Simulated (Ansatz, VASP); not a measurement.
## One calculation of Sn, two programs

File INCAR:

```
SYSTEM = Sn
  PREC = Accurate
  ENCUT = 520
  EDIFF = 1E-6
  ISMEAR = -1
  SIGMA = 0.1
  LREAL = .False.
  LASPH = .True.
  NELM = 60
  ALGO = Normal
  ISIF = 2
  LWAVE = .False.
  LCHARG = .False.
  GGA = RE
  NBANDS = 21
```

File KPOINTS:

```
regular mesh
0
Gamma
  18 18 12
  0 0 0
```

POSCAR

```
Sn
1.0
   -3.0372031134      3.0394532095      1.6367103352
    3.0394532095     -3.0372031134      1.6367103352
    3.0374182448      3.0374182448     -1.6325857862
Sn
2
Direct
    0.0000421255      0.9999578745      1.0000000000
    0.7499578745      0.2500421255      0.5000000000
```

Input for Ansatz:

```yaml
crystal:
  lattice:
    - [-3.0372031142, 3.0394532069, 1.636710335]
    - [3.0394532069, -3.0372031142, 1.636710335]
    - [3.037418246, 3.037418246, -1.6325857922]
  atoms:
    - { symbol: Sn, position: [4.21259e-05, 0.9999578741, 0.0] }
    - { symbol: Sn, position: [0.7499578741, 0.2500421259, 0.5] }
hamiltonian:
  xc: revpbe
  pseudopotentials:
    kind: paw
    azcp:
      Sn: "pseudopotentials/Sn.paw.azcp"
basis:
  ecutwfc: 420
  fft_grid_basis: typed
kpoints:
  mp_grid: { grid: [18, 18, 12], shift: [0, 0, 0] }
magnetization:
  spin_polarized: false
scf:
  occupations: { method: fermi_dirac, width: 0.1 }
output:
  stress: true
```

Alike in both runs: task single point; functional revPBE; k mesh 18 × 18 × 12; occupations fermi-dirac, width 0.1 eV; no spin polarisation.

|  | VASP | Ansatz |
| --- | --- | --- |
| version | VASP 6.6.1 | Ansatz 0.2.0 |
| potentials or method | VASP PAW PBE potentials, release 64 (Sn_d), cutoff 520 eV | plane waves (420 eV) with PAW, scalar-relativistic |
| valence electrons in the cell | 28 | 28 |

```csv
,VASP,Ansatz,Ansatz less VASP
pressure (GPa),-1.6,-1.6,+0.03
"traceless stress, the component that is largest in VASP (GPa)",0.22,0.22,-0.002
```

VASP's potentials were made for PBE, not for revPBE.
